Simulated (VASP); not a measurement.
# HPt6 in VASP: a series of runs

Runs on HPt6. Level: PBE. Tasks: single point.

Everything below comes from runs of VASP 6.6.1. Logs are shortened: lines on timing, memory, paths and dates and some standing lists are left out, and cuts for length are marked.

### 1 The cell of the first run

The cell holds a slab with vacuum, 14 atoms: a = 5.614 Å, b = 5.614 Å, c = 21.851 Å, α = 90.00°, β = 90.00°, γ = 90.00°.

### 2 Single point, PBE

INCAR

```
  ALGO = Normal
  DIPOL = 0.5 0.5 0.289
  EDIFF = 1E-7
  ENCUT = 520
  GGA = PE
  IDIPOL = 3
  ISIF = 2
  ISMEAR = 0
  LASPH = T
  LCHARG = F
  LDIPOL = T
  LREAL = F
  LWAVE = F
  NBANDS = 74
  NELM = 60
  PREC = Accurate
  SIGMA = 0.1
```

KPOINTS

```
k-points
0
Gamma
  5 5 1
```

POSCAR

```
HPt6
1.0
    5.6143281343      0.0000000000      0.0000000000
    0.0000000000      5.6143281343      0.0000000000
    0.0000000000      0.0000000000     21.8513792319
Pt H
12 2
Direct
    0.2500000000      0.2500000000      0.1830548066
    0.2500000000      0.7500000000      0.1830548066
    0.7500000000      0.2500000000      0.1830548066
    0.7500000000      0.7500000000      0.1830548066
    0.0000000000      0.0000000000      0.2712126041
    0.0000000000      0.5000000000      0.2712126041
    0.5000000000      0.0000000000      0.2712126041
    0.5000000000      0.5000000000      0.2712126041
    0.2500000000      0.2500000000      0.3593081768
    0.2500000000      0.7500000000      0.3593081768
    0.7500000000      0.2500000000      0.3593081768
    0.7500000000      0.7500000000      0.3593081768
   -0.1646679670      0.0000000000      0.3945462271
    0.1646679670      0.0000000000      0.3945462271
```

Potentials or basis: VASP PAW PBE potentials, release 64 (Pt, H).

Run with:

```
cat potpaw_PBE.64/Pt/POTCAR potpaw_PBE.64/H/POTCAR > POTCAR
mpirun -np 1 vasp_std > vasp.out
```

OUTCAR:

```text
EDIFF = 1E-7
   ENCUT = 520
   GGA = PE
   ISIF = 2
   ISMEAR = 0
   LASPH = T
   LREAL = F
   NELM = 60
   PREC = Accurate

 ion  position               nearest neighbor table
   1  0.250  0.250  0.183-   5 2.77   6 2.77   7 2.77   8 2.77   2 2.81   3 2.81   2 2.81   3 2.81

   2  0.250  0.750  0.183-   5 2.77   6 2.77   7 2.77   8 2.77   1 2.81   4 2.81   1 2.81   4 2.81

   3  0.750  0.250  0.183-   5 2.77   6 2.77   7 2.77   8 2.77   1 2.81   4 2.81   4 2.81   1 2.81
[... 4 lines left out ...]
                             6 2.81   7 2.81   6 2.81   7 2.81
   6  0.000  0.500  0.271-   9 2.77  10 2.77  11 2.77  12 2.77   1 2.77   2 2.77   3 2.77   4 2.77
                             5 2.81   8 2.81   5 2.81   8 2.81
   7  0.500  0.000  0.271-   9 2.77  10 2.77  11 2.77  12 2.77   1 2.77   2 2.77   3 2.77   4 2.77
                             5 2.81   8 2.81   8 2.81   5 2.81
   8  0.500  0.500  0.271-   9 2.77  10 2.77  11 2.77  12 2.77   1 2.77   2 2.77   3 2.77   4 2.77
                             6 2.81   7 2.81   7 2.81   6 2.81
   9  0.250  0.250  0.359-  14 1.67   6 2.77   7 2.77   8 2.77   5 2.77  11 2.81  10 2.81  10 2.81
                            11 2.81
  10  0.250  0.750  0.359-  14 1.67   6 2.77   7 2.77   8 2.77   5 2.77  12 2.81   9 2.81   9 2.81
                            12 2.81
  11  0.750  0.250  0.359-  13 1.67   6 2.77   7 2.77   8 2.77   5 2.77  12 2.81   9 2.81  12 2.81
                             9 2.81
  12  0.750  0.750  0.359-  13 1.67   6 2.77   7 2.77   8 2.77   5 2.77  11 2.81  10 2.81  11 2.81
                            10 2.81
  13  0.835  0.000  0.395-  11 1.67  12 1.67
  14  0.165  0.000  0.395-   9 1.67  10 1.67

  LATTYP: Found a simple tetragonal cell.
 ALAT       =     5.6143281343
 C/A-ratio  =     3.8920737636

  Lattice vectors:

 A1 = (   5.6143281343,   0.0000000000,   0.0000000000)
 A2 = (   0.0000000000,   5.6143281343,   0.0000000000)
 A3 = (   0.0000000000,   0.0000000000,  21.8513792319)

Analysis of symmetry for initial positions (statically):
=====================================================================
 Subroutine PRICEL returns:
 Original cell was already a primitive cell.

 Routine SETGRP: Setting up the symmetry group for a
 simple tetragonal supercell.

 Subroutine GETGRP returns: Found  4 space group operations
 (whereof  4 operations were pure point group operations)
 out of a pool of 16 trial point group operations.

The static configuration has the point symmetry C_2v.

Analysis of symmetry for dynamics (positions and initial velocities):
=====================================================================
 Subroutine PRICEL returns:
 Original cell was already a primitive cell.

 Routine SETGRP: Setting up the symmetry group for a
 simple tetragonal supercell.

 Subroutine GETGRP returns: Found  4 space group operations
 (whereof  4 operations were pure point group operations)
 out of a pool of 16 trial point group operations.

The dynamic configuration has the point symmetry C_2v.

 Subroutine INISYM returns: Found  4 space group operations
 (whereof  4 operations are pure point group operations),
 and found     1 'primitive' translations

----------------------------------------------------------------------------------------

                                     Primitive cell

  volume of cell :     688.7703

  direct lattice vectors                    reciprocal lattice vectors
     5.614328134  0.000000000  0.000000000     0.178115703  0.000000000  0.000000000
     0.000000000  5.614328134  0.000000000     0.000000000  0.178115703  0.000000000
     0.000000000  0.000000000 21.851379232     0.000000000  0.000000000  0.045763702

  length of vectors
     5.614328134  5.614328134 21.851379232     0.178115703  0.178115703  0.045763702

  position of ions in fractional coordinates (direct lattice)
     0.250000000  0.250000000  0.183054807
     0.250000000  0.750000000  0.183054807
     0.750000000  0.250000000  0.183054807
     0.750000000  0.750000000  0.183054807
     0.000000000  0.000000000  0.271212604
     0.000000000  0.500000000  0.271212604
     0.500000000  0.000000000  0.271212604
     0.500000000  0.500000000  0.271212604
     0.250000000  0.250000000  0.359308177
     0.250000000  0.750000000  0.359308177
[... 44 lines left out ...]
 ===========================================

 Found      9 irreducible k-points:

 Following reciprocal coordinates:
            Coordinates               Weight
  0.000000  0.000000  0.000000      1.000000
  0.200000  0.000000  0.000000      2.000000
  0.000000  0.200000  0.000000      2.000000
  0.400000  0.000000  0.000000      2.000000
  0.000000  0.400000  0.000000      2.000000
  0.200000  0.200000  0.000000      4.000000
  0.400000  0.200000  0.000000      4.000000
 -0.200000  0.400000  0.000000      4.000000
  0.400000  0.400000  0.000000      4.000000
   k-points           NKPTS =      9   k-points in BZ     NKDIM =      9   number of bands    NBANDS=     74
   number of dos      NEDOS =    301   number of ions     NIONS =     14
   total plane-waves  NPLWV = 296352
   dimension x,y,z NGX =    42 NGY =   42 NGZ =  168
   dimension x,y,z NGXF=    84 NGYF=   84 NGZF=  336
   ions per type =              12   2
   NGX,Y,Z   is equivalent  to a cutoff of  12.44, 12.44, 12.78 a.u.
   NGXF,Y,Z  is equivalent  to a cutoff of  24.87, 24.87, 25.56 a.u.
 SYSTEM =  unknown system
   PREC   = accura    normal or accurate (medium, high low for compatibility)
   ISTART =      0    job   : 0-new  1-cont  2-samecut
   ICHARG =      2    charge: 1-file 2-atom 10-const
   ISPIN  =      1    spin polarized calculation?
   LNONCOLLINEAR =      F non collinear calculations
   LSORBIT =      F    spin-orbit coupling
   LASPH  =      T    aspherical Exc in radial PAW
   ENCUT  =  520.0 eV  38.22 Ry    6.18 a.u.  10.44 10.44 40.63*2*pi/ulx,y,z
   NELM   =     60;   NELMIN=  2; NELMDL= -5     # of ELM steps
   EDIFF  = 0.1E-06   stopping-criterion for ELM
   LREAL  =      F    real-space projection
   EDIFFG = 0.1E-05   stopping-criterion for IOM
   NSW    =      0    number of steps for IOM
   IBRION =     -1    ionic relax: 0-MD 1-quasi-New 2-CG
   NFREE  =      0    steps in history (QN), initial steepest desc. (CG)
   ISIF   =      2    stress and relaxation
   ISYM   =      2    0-nonsym 1-usesym 2-fastsym
   POTIM  = 0.5000    time-step for ionic-motion
   TEBEG  =    0.0;   TEEND  =   0.0 temperature during run
   PSTRESS=    0.0 pullay stress
   NELECT =     122.0000    total number of electrons
   NUPDOWN=      -1.0000    fix difference up-down
   EMIN   =  10.00;   EMAX   =-10.00  energy-range for DOS
   EFERMI =   0.00;   METHOD = LEGACY
   ISMEAR =     0;   SIGMA  =   0.10  broadening in eV -4-tet -1-fermi 0-gaus
   EFERMI_NEDOS =   21; number of points for ismear=-14 and -15
   IALGO  =     38    algorithm
   IMIX   =      4    mixing-type and parameters
     AMIX     =   0.40;   BMIX     =  1.00
     AMIX_MAG =   1.60;   BMIX_MAG =  1.00
  volume/ion in A,a.u.               =      49.20       332.00
  Fermi-wavevector in a.u.,A,eV,Ry     =   0.919397  1.737409 11.500891  0.845292
  Thomas-Fermi vector in A             =   2.044587
   LORBIT       =      0    0 simple, 1 ext, 2 COOP (PROOUT), +10 PAW based schemes
   GGA     = PE    functional components
   LHFCALC =     F    Hartree Fock is set to
   AEXX    =    0.0000 exact exchange contribution
   IVDW    =     0    specifies the selected vdW correction
   LEPSILON=     F    determine dielectric tensor
   LRPA    =     F    only Hartree local field effects (RPA)
 non-spin polarized calculation
 Gauss-broadening in eV      SIGMA  =   0.10
  energy-cutoff  :      520.00
  volume of cell :      688.77
 maximum number of plane-waves:     18583
 NGX is ok and might be reduce to    42
   NGX = 21   NGY = 21   NGZ = 81

 dipolmoment           0.000000      0.000000      0.000288 electrons x Angstroem

 number of electron     122.0000010 magnetization

 dipolmoment           0.000000      0.000000     -0.005232 electrons x Angstroem

 Free energy of the ion-electron system (eV)
  ---------------------------------------------------
  ext. energy  EPLUGINS =         0.00000000
  ---------------------------------------------------
  free energy    TOTEN  =       -73.42638379 eV

  energy without entropy =      -73.28642575  energy(sigma->0) =      -73.35640477

 E-fermi :  -1.1805     XC(G=0):  -4.4948

 val. band max:       -1.1910529980   @ k =   0.4000   0.4000   0.0000
 cond. band min:      -1.1787235714   @ k =   0.4000   0.2000   0.0000
 fundamental gap:      0.0123294266
 Fermi energy:        -1.1805176244

 k-point     1 :       0.0000    0.0000    0.0000
  band No.  band energies     occupation
      1     -10.5756      2.00000
      2      -9.1253      2.00000
      3      -8.4384      2.00000
      4      -7.6976      2.00000
      5      -7.6490      2.00000
      6      -7.4214      2.00000
[... 673 lines left out ...]
     72       2.9156      0.00000
     73       3.9835      0.00000
 [bands above 73 left out]

------------------------ aborting loop because EDIFF is reached ----------------------------------------

 vacuum level on the upper side and lower side of the slab       (xc-potential included)        -0.080        -0.055

  FORCE on cell =-STRESS in cart. coord.  units (eV):
  Direction    XX          YY          ZZ          XY          YZ          ZX
  --------------------------------------------------------------------------------------
  -------------------------------------------------------------------------------------
  Total       -8.4534312     -6.0284621      5.4369769      0.0000000      0.0000000      0.0000000
  in kB      -19.6638777    -14.0230565     12.6471780      0.0000000      0.0000000      0.0000000
  external PRESSURE =      -7.0132520 kB  Pullay stress =       0.0000000 kB

 VOLUME and BASIS-vectors are now :
 -----------------------------------------------------------------------------
  energy-cutoff  :      520.00
  volume of cell :      688.77
      direct lattice vectors                 reciprocal lattice vectors
     5.614328134  0.000000000  0.000000000     0.178115703  0.000000000  0.000000000
     0.000000000  5.614328134  0.000000000     0.000000000  0.178115703  0.000000000
     0.000000000  0.000000000 21.851379232     0.000000000  0.000000000  0.045763702

 POSITION                                       TOTAL-FORCE (eV/Angst)
 -----------------------------------------------------------------------------------
      1.40358      1.40358      4.00000        -0.037434      0.055933     -0.060321
      1.40358      4.21075      4.00000        -0.037434     -0.055933     -0.060321
      4.21075      1.40358      4.00000         0.037434      0.055933     -0.060321
      4.21075      4.21075      4.00000         0.037434     -0.055933     -0.060321
      0.00000      0.00000      5.92637         0.000000     -0.000000     -0.784720
      0.00000      2.80716      5.92637         0.000000     -0.000000     -0.292044
      2.80716      0.00000      5.92637         0.000000     -0.000000     -0.516754
      2.80716      2.80716      5.92637         0.000000     -0.000000      0.036718
      1.40358      1.40358      7.85138         0.247895      0.995888     -0.099931
      1.40358      4.21075      7.85138         0.247895     -0.995888     -0.099931
      4.21075      1.40358      7.85138        -0.247895      0.995888     -0.099931
      4.21075      4.21075      7.85138        -0.247895     -0.995888     -0.099931
      4.68983      0.00000      8.62138        -0.061533     -0.000000      1.098904
      0.92450      0.00000      8.62138         0.061533     -0.000000      1.098904
 -----------------------------------------------------------------------------------
    total drift:                                0.000000      0.000000     -0.000127

  FREE ENERGIE OF THE ION-ELECTRON SYSTEM (eV)
  ---------------------------------------------------
  free  energy   TOTEN  =       -73.4263837860 eV

  energy  without entropy=      -73.2864257540  energy(sigma->0) =      -73.35640477

 vacuum level on the upper side and lower side of the slab         4.399         4.421
```

Run time: 25 min. Hardware: 1 thread of Intel Xeon Platinum 8259CL at 2.50GHz (Skylake/Cascade Lake), shared host; peak memory 0.78 GiB.

Results:

- Free energy: -73.4264 eV
- Largest force: 1.101 eV/Å
- Band gap on the k mesh: zero (bands 61 and 62 overlap by 0.29 eV)

Forces in eV/Å, atoms in the order of the input:
```
Pt  -0.037  0.056 -0.060
Pt  -0.037 -0.056 -0.060
Pt   0.037  0.056 -0.060
Pt   0.037 -0.056 -0.060
Pt   0.000  0.000 -0.785
Pt   0.000  0.000 -0.292
Pt   0.000  0.000 -0.517
Pt   0.000  0.000  0.037
Pt   0.248  0.996 -0.100
Pt   0.248 -0.996 -0.100
Pt  -0.248  0.996 -0.100
Pt  -0.248 -0.996 -0.100
H   -0.062  0.000  1.099
H    0.062  0.000  1.099
```

Caveat: spin-orbit coupling is left out, which moves the levels of the heavy elements.

### 3 Single point, PBE

INCAR

```
PREC = Accurate
ENCUT = 520
EDIFF = 1E-6
ISMEAR = 0
SIGMA = 0.1
LREAL = False
LASPH = True
NELM = 60
ALGO = Normal
ISIF = 2
LWAVE = False
LCHARG = False
LDIPOL = True
IDIPOL = 3
DIPOL = 0.5 0.5 0.291
GGA = PE
NBANDS = 74
```

KPOINTS

```
Automatic mesh
0
Gamma
  5 5 1
```

Changes to POSCAR since step 2:

```diff
@@ -20,3 +20,3 @@
     0.7500000000      0.7500000000      0.3593081768
-   -0.1646679670      0.0000000000      0.3945462271
-    0.1646679670      0.0000000000      0.3945462271
+   -0.1051773224      0.0000000000      0.4091906116
+    0.1051773224      0.0000000000      0.4091906116
```

Potentials or basis: VASP PAW PBE potentials, release 64 (Pt, H).

Run with:

```
cat potpaw_PBE.64/Pt/POTCAR potpaw_PBE.64/H/POTCAR > POTCAR
mpirun -np 1 vasp_std > vasp.out
```

Run time: 8.9 min. Hardware: 1 thread of AMD EPYC 9R45 (Zen 5), shared host; peak memory 0.77 GiB.

The run converged. Its results:

```yaml
Free_energy: -72.8903 eV
Largest_force: 1.247 eV/Å
Band_gap_on_the_k_mesh: zero (bands 61 and 62 overlap by 0.25 eV)
```

Forces on the atoms (eV/Å):
```
Pt  -0.005  0.035 -0.055
Pt  -0.005 -0.035 -0.055
Pt   0.005  0.035 -0.055
Pt   0.005 -0.035 -0.055
Pt   0.000  0.000 -0.576
Pt   0.000  0.000 -0.326
Pt   0.000  0.000 -0.381
Pt   0.000  0.000  0.339
Pt  -0.087 -0.115  0.577
Pt  -0.087  0.115  0.577
Pt   0.087 -0.115  0.577
Pt   0.087  0.115  0.577
H   -1.108  0.000 -0.571
H    1.108  0.000 -0.571
```

Levels at points of the mesh, in eV from the Fermi level:
| k point | band 56 | band 57 | band 58 | band 59 | band 60 | band 61 | band 62 | band 63 | band 64 | band 65 |
| --- | --- | --- | --- | --- | --- | --- | --- | --- | --- | --- |
| (0.00, 0.00, 0.00) | -0.05 | 0.00 | 0.05 | 0.08 | 0.08 | 0.17 | 0.35 | 0.68 | 0.72 | 0.86 |

Caveat: spin-orbit coupling is left out, which moves the levels of the heavy elements.

### 4 Single point, PBE

INCAR

```
  ALGO = Normal
  DIPOL = 0.5 0.5 0.295
  EDIFF = 1E-6
  ENCUT = 520
  GGA = PE
  IDIPOL = 3
  ISIF = 2
  ISMEAR = 0
  LASPH = True
  LCHARG = False
  LDIPOL = True
  LREAL = False
  LWAVE = False
  NBANDS = 74
  NELM = 60
  PREC = Accurate
  SIGMA = 0.1
```

KPOINTS

```
k-points
0
Gamma
  5 5 1
```

Changes to POSCAR since step 3:

```diff
@@ -20,3 +20,3 @@
     0.7500000000      0.7500000000      0.3593081768
-   -0.1051773224      0.0000000000      0.4091906116
-    0.1051773224      0.0000000000      0.4091906116
+   -0.1051773224      0.0000000000      0.4384793806
+    0.1051773224      0.0000000000      0.4384793806
```

Run with:

```
cat potpaw_PBE.64/Pt/POTCAR potpaw_PBE.64/H/POTCAR > POTCAR
mpirun -np 1 vasp_std > vasp.out
```

Wall time 8.9 min (1 thread of AMD EPYC 9R45 (Zen 5), shared host); peak memory 0.77 GiB.

The run converged. Its results:

```
Free energy            : -71.7804 eV
Largest force          : 1.763 eV/Å
Band gap on the k mesh : zero (bands 61 and 62 overlap by 0.29 eV)
```

Forces on the atoms (eV/Å):
```
Pt   0.020  0.038 -0.011
Pt   0.020 -0.038 -0.011
Pt  -0.020  0.038 -0.011
Pt  -0.020 -0.038 -0.011
Pt   0.000  0.000 -0.195
Pt   0.000  0.000 -0.090
Pt   0.000  0.000 -0.156
Pt   0.000  0.000 -0.051
Pt  -0.077 -0.117  0.491
Pt  -0.077  0.117  0.491
Pt   0.077 -0.117  0.491
Pt   0.077  0.117  0.491
H    1.611  0.000 -0.715
H   -1.611  0.000 -0.715
```

Levels at points of the mesh, in eV from the Fermi level:
```tsv
k point	band 58	band 59	band 60	band 61	band 62	band 63	band 64	band 65
(0.00, 0.00, 0.00)	0.07	0.11	0.11	0.24	0.34	0.74	0.78	0.84
```

Caveat: spin-orbit coupling is left out, which moves the levels of the heavy elements.

### 5 Overview

```csv
cell,gap on the mesh (eV),largest force (eV/Å)
"as given, atomic positions A",none,1.10
"as given, atomic positions B",none,1.25
"as given, atomic positions C",none,1.76
```

Alike in all rows: task single point; level PBE; potentials or basis VASP PAW PBE potentials, release 64 (Pt, H); no spin polarisation; k mesh 5 × 5 × 1; cutoff (eV) 520; smearing gaussian 0.1 eV.

Caveats: spin-orbit coupling is left out, which moves the levels of the heavy elements.

Total energies depend on the potentials used, so only differences within one code and one set of settings carry meaning.

The gap in the log of VASP goes by the Fermi energy; the results here count the filled bands.